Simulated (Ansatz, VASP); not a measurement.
CdI2 in VASP and in Ansatz

Contents of INCAR:

```
ALGO = Normal ; EDIFF = 1E-6
ENCUT = 500 ; GGA_COMPAT = False
ISIF = 2 ; ISMEAR = 0
LASPH = True ; LCHARG = False
LREAL = False ; LWAVE = False
NBANDS = 20 ; NELM = 120
PREC = Accurate ; SIGMA = 0.01
```

File KPOINTS:

```
k-points
0
Gamma
  12 12 4
```

Contents of POSCAR:

```
CdI2
1.0
    4.2487073931      0.0000000000      0.0000000000
   -2.1243536965      3.6794885357      0.0000000000
    0.0000000000      0.0000000000      6.8836385196
Cd I
1 2
Direct
    0.0000000000      0.0000000000      0.0000000000
    0.3333333333      0.6666666667      0.2495631425
    0.6666666667      0.3333333333      0.7504368575
```

Input for Ansatz:

```yaml
crystal:
  lattice:
    - [4.2487073931, 0.0, 0.0]
    - [-2.1243536965, 3.6794885357, 0.0]
    - [0.0, 0.0, 6.8836385196]
  atoms:
    - { symbol: Cd, position: [0.0, 0.0, 0.0] }
    - { symbol: I, position: [0.3333333333, 0.6666666667, 0.2495631425] }
    - { symbol: I, position: [0.6666666667, 0.3333333333, 0.7504368575] }
kpoints:
  mp_grid: { grid: [12, 12, 4] }
  band_path:
    path:
      - [0.0, 0.0, 0.0]
      - [0.5, 0.0, 0.0]
      - [0.3333333333, 0.3333333333, 0.0]
      - [0.0, 0.0, 0.5]
      - [0.5, 0.0, 0.5]
      - [0.3333333333, 0.3333333333, 0.5]
      - [-0.125, 0.125, 0.203125]
      - [0.0, 0.455729, 0.359375]
    npoints: 1
hamiltonian:
  xc: lda
scf:
  occupations: { method: fixed }
  n_extra_bands: 4
output:
  forces: true
  stress: true
  eigenvalues: true
  write_density: true
  write_potential: true
  elf: true
  volumetric_format: npy
```

Alike in both runs: task single point; functional LDA; k mesh 12 × 12 × 4; no spin polarisation.

```csv
,VASP,Ansatz
version,VASP 6.6.1,Ansatz 0.2.0
potentials or method,"VASP PAW LDA potentials, release 64 (Cd, I)","plane waves, PAW"
plane-wave cutoff (eV),500,420
occupations,"gaussian, width 0.01 eV",fixed
valence electrons in the cell,26,54
```

Ansatz gave:

```
gap on the k mesh at the Fermi level (eV) : 2.18
pressure (GPa)                            : -2.1
rms of the force components (eV/Å)        : 0.128
```

**Question.** What did VASP give for the same quantities?

**Answer.** gap on the k mesh at the Fermi level (eV): 2.19; pressure (GPa): -1.9; rms of the force components (eV/Å): 0.114.

LDA's correlation is that of Perdew and Zunger in VASP and of Perdew and Wang (1992) in Ansatz. Atom by atom the forces differ by 0.015 eV/Å (rms over components). VASP's potentials hold 26 valence electrons a cell and Ansatz's 54, so a difference there can come from the potentials and not from the codes.

Spin-orbit coupling is off throughout.
